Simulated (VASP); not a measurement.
# CdS (P6_3mc) in VASP: further runs, part 2 of 2

VASP 6.6.1. Earlier steps stand in the parts before.

## (3) Single point, PBE (strain +3.0%)

The input, INCAR:

```
ALGO     = Normal         # electronic algorithm
EDIFF    = 1E-6           # SCF threshold, eV
ENCUT    = 520            # plane-wave cutoff, eV
GGA      = PE             # functional
ISIF     = 2              # what is computed and relaxed
ISMEAR   = -1             # smearing method
LASPH    = True           # aspherical terms in the spheres
LCHARG   = False          # write CHGCAR
LREAL    = False          # projectors in reciprocal space
LWAVE    = False          # write WAVECAR
NBANDS   = 26             # bands
NELM     = 60             # most SCF steps
PREC     = Accurate       # precision mode
SIGMA    = 0.02           # smearing width, eV
```

The input, KPOINTS:

```
k-points
0
Gamma
  12 12 4
```

The input, POSCAR:

```
CdS
1.0
    4.2895393212      0.0000000000      0.0000000000
   -2.1447696606      3.7148500227      0.0000000000
    0.0000000000      0.0000000000      6.9689908047
Cd S
2 2
Direct
    0.3333333333      0.6666666667     -0.0009631164
    0.6666666667      0.3333333333      0.4990368836
    0.3333333333      0.6666666667      0.3759631164
    0.6666666667      0.3333333333      0.8759631164
```

Potentials or basis: VASP PAW PBE potentials, release 64 (Cd, S).

Launch:

```console
$ cat potpaw_PBE.64/Cd/POTCAR potpaw_PBE.64/S/POTCAR > POTCAR
$ mpirun -np 1 vasp_std > vasp.out
```

Run time: 2.6 min. Hardware: 1 thread of Intel Xeon 8259CL, shared host; peak memory 0.31 GiB.

Results (log left out):

* Free energy: -12.2440 eV
* Pressure: -2.7 GPa
* Band gap on the k mesh: 0.96 eV

Stress tensor (GPa, compression positive):
```
-2.76  0.00  0.00
 0.00 -2.76  0.00
 0.00  0.00 -2.67
```

Levels at points of the mesh, in eV from the valence-band top:
| k point | band 14 | band 15 | band 16 | band 17 | band 18 | band 19 | band 20 | band 21 | band 22 | band 23 |
| --- | --- | --- | --- | --- | --- | --- | --- | --- | --- | --- |
| (0.00, 0.00, 0.00) | -0.62 | -0.62 | -0.02 | 0.00 | 0.00 | 0.96 | 2.63 | 6.46 | 6.46 | 6.77 |
| (0.50, 0.00, 0.00) | -3.10 | -2.19 | -1.53 | -1.04 | -0.61 | 3.46 | 3.82 | 5.14 | 6.04 | 7.01 |
| (0.00, 0.00, 0.50) | -2.22 | -0.32 | -0.32 | -0.32 | -0.32 | 2.60 | 2.60 | 6.06 | 6.06 | 6.79 |
| (0.50, 0.00, 0.50) | -3.61 | -1.10 | -1.10 | -1.09 | -1.09 | 3.39 | 3.39 | 5.30 | 5.30 | 7.62 |

Caveat: the cell differs from its parent crystal (strain +3.0%). A k mesh can miss the band edges.

## (4) Single point, PBE (strain +4.0%)

The input, INCAR:

```
ALGO = Normal
EDIFF = 1E-6
ENCUT = 520
GGA = PE
ISIF = 2
ISMEAR = -1
LASPH = T
LCHARG = F
LREAL = F
LWAVE = F
NBANDS = 26
NELM = 60
PREC = Accurate
SIGMA = 0.02
```

KPOINTS is that of step 3.

The input, POSCAR:

```
CdS
1.0
    4.3311853340      0.0000000000      0.0000000000
   -2.1655926670      3.7509165278      0.0000000000
    0.0000000000      0.0000000000      7.0366509096
Cd S
2 2
Direct
    0.3333333333      0.6666666667     -0.0010439012
    0.6666666667      0.3333333333      0.4989560988
    0.3333333333      0.6666666667      0.3760439012
    0.6666666667      0.3333333333      0.8760439012
```

Launch:

```console
$ cat potpaw_PBE.64/Cd/POTCAR potpaw_PBE.64/S/POTCAR > POTCAR
$ mpirun -np 1 vasp_std > vasp.out
```

It took 3 min on 1 thread of Intel Xeon 8259CL, shared host; peak memory 0.31 GiB.

Results (log left out):

- Free energy: -12.1773 eV
- Pressure: -3.8 GPa
- Band gap on the k mesh: 0.89 eV

Levels at points of the mesh, in eV from the valence-band top:
| k point | band 15 | band 16 | band 17 | band 18 | band 19 | band 20 | band 21 | band 22 |
| --- | --- | --- | --- | --- | --- | --- | --- | --- |
| (0.00, 0.00, 0.00) | -0.58 | -0.02 | 0.00 | 0.00 | 0.89 | 2.57 | 6.45 | 6.45 |
| (0.50, 0.00, 0.00) | -2.08 | -1.45 | -0.98 | -0.58 | 3.38 | 3.79 | 5.14 | 5.94 |
| (0.00, 0.00, 0.50) | -0.30 | -0.30 | -0.30 | -0.30 | 2.52 | 2.52 | 6.02 | 6.02 |
| (0.50, 0.00, 0.50) | -1.04 | -1.04 | -1.03 | -1.03 | 3.35 | 3.35 | 5.27 | 5.27 |

Caveat: the cell differs from its parent crystal (strain +4.0%); the cell stands under tension.

## (5) Single point, r2SCAN (strain -4.0%)

The input, POSCAR:

```
CdS
1.0
    3.9980172314      0.0000000000      0.0000000000
   -1.9990086157      3.4623844872      0.0000000000
    0.0000000000      0.0000000000      6.4953700704
Cd S
2 2
Direct
    0.3333333333      0.6666666667     -0.0009078261
    0.6666666667      0.3333333333      0.4990921739
    0.3333333333      0.6666666667      0.3759078261
    0.6666666667      0.3333333333      0.8759078261
```

The input, INCAR.step1:

```
PREC = Accurate
ENCUT = 520
ISMEAR = 0
SIGMA = 0.01
LREAL = F
LASPH = T
NELM = 80
NBANDS = 26
GGA = PE
ALGO = Normal
EDIFF = 1E-4
LWAVE = T
LCHARG = F
```

The input, INCAR.step2:

```
PREC = Accurate
ENCUT = 520
EDIFF = 1E-7
ISMEAR = 0
SIGMA = 0.01
LREAL = F
LASPH = T
NELM = 80
ALGO = Normal
ISIF = 2
LWAVE = F
LCHARG = F
METAGGA = R2SCAN
LMIXTAU = T
NBANDS = 26
ISTART = 1
```

The input, KPOINTS:

```
regular mesh
0
Gamma
  12 12 4
```

Launch:

```console
$ cat potpaw_PBE.64/Cd/POTCAR potpaw_PBE.64/S/POTCAR > POTCAR
$ cp INCAR.step1 INCAR
$ mpirun -np 1 vasp_std > vasp.out
$ cp INCAR.step2 INCAR
$ mpirun -np 1 vasp_std > vasp.out
```

Run time: 8.4 min. Hardware: 1 thread of Intel Xeon 8259CL, shared host; peak memory 0.28 GiB.

Results (log left out):

- Free energy: -59.0351 eV
- Pressure: 10.2 GPa
- Largest force: 0.003 eV/Å
- Band gap on the k mesh: 1.92 eV

Forces on the atoms (eV/Å):
```
Cd   0.000  0.000  0.003
Cd   0.000  0.000  0.003
S    0.000  0.000 -0.003
S    0.000  0.000 -0.003
```

Stress tensor (GPa, compression positive):
```
10.19  0.00  0.00
 0.00 10.19  0.00
 0.00  0.00 10.29
```

Levels at points of the mesh, in eV from the valence-band top:
```tsv
k point	band 16	band 17	band 18	band 19	band 20	band 21
(0.00, 0.00, 0.00)	-0.06	0.00	0.00	1.92	3.37	6.94
(0.50, 0.00, 0.00)	-2.32	-1.59	-0.94	4.21	4.40	5.35
(0.00, 0.00, 0.50)	-0.48	-0.48	-0.48	3.53	3.53	6.77
(0.50, 0.00, 0.50)	-1.67	-1.61	-1.61	3.90	3.90	5.83
```

Caveat: the cell differs from its parent crystal (strain -4.0%); the cell stands under pressure; the PAW data sets were made with another functional, which shifts forces and pressure a little. A k mesh can miss the band edges.

## (6) Single point, r2SCAN (strain -3.0%)

The input, POSCAR:

```
CdS
1.0
    4.0396632443      0.0000000000      0.0000000000
   -2.0198316221      3.4984509923      0.0000000000
    0.0000000000      0.0000000000      6.5630301753
Cd S
2 2
Direct
    0.3333333333      0.6666666667     -0.0009236181
    0.6666666667      0.3333333333      0.4990763819
    0.3333333333      0.6666666667      0.3759236181
    0.6666666667      0.3333333333      0.8759236181
```

The input, INCAR.step1:

```
  PREC = Accurate
  ENCUT = 520
  ISMEAR = 0
  SIGMA = 0.01
  LREAL = False
  LASPH = True
  NELM = 100
  NBANDS = 26
  GGA = PE
  ALGO = Normal
  EDIFF = 1E-4
  LWAVE = True
  LCHARG = False
```

The input, INCAR.step2:

```
  PREC = Accurate
  ENCUT = 520
  EDIFF = 1E-7
  ISMEAR = 0
  SIGMA = 0.01
  LREAL = False
  LASPH = True
  NELM = 100
  ALGO = Normal
  ISIF = 2
  LWAVE = False
  LCHARG = False
  METAGGA = R2SCAN
  LMIXTAU = True
  NBANDS = 26
  ISTART = 1
```

KPOINTS is that of step 5.

Potentials or basis: VASP PAW PBE potentials, release 64 (Cd, S).

Launch:

```console
$ cat potpaw_PBE.64/Cd/POTCAR potpaw_PBE.64/S/POTCAR > POTCAR
$ cp INCAR.step1 INCAR
$ mpirun -np 1 vasp_std > vasp.out
$ cp INCAR.step2 INCAR
$ mpirun -np 1 vasp_std > vasp.out
```

Wall time 9.8 min (1 thread of Intel Xeon 8259CL, shared host); peak memory 0.29 GiB.

It converged, with:

```yaml
Free_energy: -59.1891 eV
Pressure: 7.2 GPa
Band_gap_on_the_k_mesh: 1.85 eV
```

Forces on the atoms (eV/Å):
```
Cd   0.000  0.000  0.003
Cd   0.000  0.000  0.003
S    0.000  0.000 -0.003
S    0.000  0.000 -0.003
```

Levels at points of the mesh, in eV from the valence-band top:
| k point | band 14 | band 15 | band 16 | band 17 | band 18 | band 19 | band 20 | band 21 | band 22 | band 23 |
| --- | --- | --- | --- | --- | --- | --- | --- | --- | --- | --- |
| (0.00, 0.00, 0.00) | -0.88 | -0.88 | -0.06 | 0.00 | 0.00 | 1.85 | 3.34 | 6.96 | 6.96 | 7.30 |
| (0.50, 0.00, 0.00) | -3.86 | -3.03 | -2.19 | -1.50 | -0.88 | 4.23 | 4.35 | 5.38 | 7.19 | 7.49 |
| (0.00, 0.00, 0.50) | -2.64 | -0.46 | -0.46 | -0.46 | -0.46 | 3.47 | 3.47 | 6.73 | 6.73 | 7.31 |
| (0.50, 0.00, 0.50) | -4.58 | -1.57 | -1.57 | -1.53 | -1.53 | 3.90 | 3.90 | 5.83 | 5.83 | 8.64 |

Caveat: the cell differs from its parent crystal (strain -3.0%); the cell stands under pressure; the PAW data sets were made with another functional, which shifts forces and pressure a little.

## (7) Summary

```tsv
level	cell	smearing	gap on the mesh (eV)	pressure (GPa)
PBE	a = 4.248, b = 4.248, c = 6.901 Å, angles 90.0, 90.0, 120.0°, 4 atoms, atomic positions A	fermi-dirac 0.02 eV	1.03	-1.5
PBE	a = 4.290, b = 4.290, c = 6.969 Å, angles 90.0, 90.0, 120.0°, 4 atoms, atomic positions A	fermi-dirac 0.02 eV	0.96	-2.7
PBE	a = 4.331, b = 4.331, c = 7.037 Å, angles 90.0, 90.0, 120.0°, 4 atoms, atomic positions B	fermi-dirac 0.02 eV	0.89	-3.8
r2SCAN	a = 3.998, b = 3.998, c = 6.495 Å, angles 90.0, 90.0, 120.0°, 4 atoms, atomic positions C	gaussian 0.01 eV	1.92	10.2
r2SCAN	a = 4.040, b = 4.040, c = 6.563 Å, angles 90.0, 90.0, 120.0°, 4 atoms, atomic positions A	gaussian 0.01 eV	1.85	7.2
```

Alike in all rows: task single point; potentials or basis VASP PAW PBE potentials, release 64 (Cd, S); no spin polarisation; k mesh 12 × 12 × 4; cutoff (eV) 520.

Caveats: the cell stands under pressure (at least some runs); the PAW data sets were made with another functional, which shifts forces and pressure a little (at least some runs); the cell stands under tension (at least some runs).

Total energies depend on the potentials used, so only differences within one code and one set of settings carry meaning.
